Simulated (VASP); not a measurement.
Wanted: the native input for a VASP 6.6.1 run.

```yaml
Task: single point
Functional: PBE
Potentials_or_basis: VASP PAW PBE potentials, release 64 (Cu)
Cutoff: 520 eV
k_mesh: 26 × 26 × 26
Occupations: gaussian, width 0.1 eV
Spin: no spin polarisation
Dipole_correction: no
Further_INCAR_settings: ALGO = Fast; EDIFF = 1e-06; NBANDS = 12
```

The structure of Cu lies in POSCAR:

```
Cu
1.0
   -1.4427933200      1.4427933200      1.3760814500
    1.4427933200     -1.4427933200      1.3760814500
    1.4427933200      1.4427933200     -1.3760814500
Cu
1
Direct
    0.0000000000      0.0000000000      0.0000000000
```

These files were run (other wordings do the same):

INCAR

```
SYSTEM = Cu
PREC = Accurate
ENCUT = 520
EDIFF = 1E-6
ISMEAR = 0
SIGMA = 0.1
LREAL = .False.
LASPH = .True.
NELM = 60
ALGO = Fast
ISIF = 2
LWAVE = .False.
LCHARG = .True.
GGA = PE
LELF = .True.
LVHAR = .True.
NBANDS = 12
```

KPOINTS

```
Automatic mesh
0
Gamma
  26 26 26
  0 0 0
```

Potentials or basis: VASP PAW PBE potentials, release 64 (Cu).

The run is started by

```sh
$ cat potpaw_PBE.64/Cu/POTCAR > POTCAR
$ mpirun -np 1 vasp_std > vasp.out
```

Results of the run:

```
Pressure               : 8.0 GPa
Band gap on the k mesh : zero (an odd number of electrons rules out a gap without spin polarisation)
```

Caveat: the cell stands under pressure.

Wall time 64 s on 1 thread of Intel(R) Xeon(R) 6975P-C (Granite Rapids), on a shared host, peak memory 0.27 GiB.
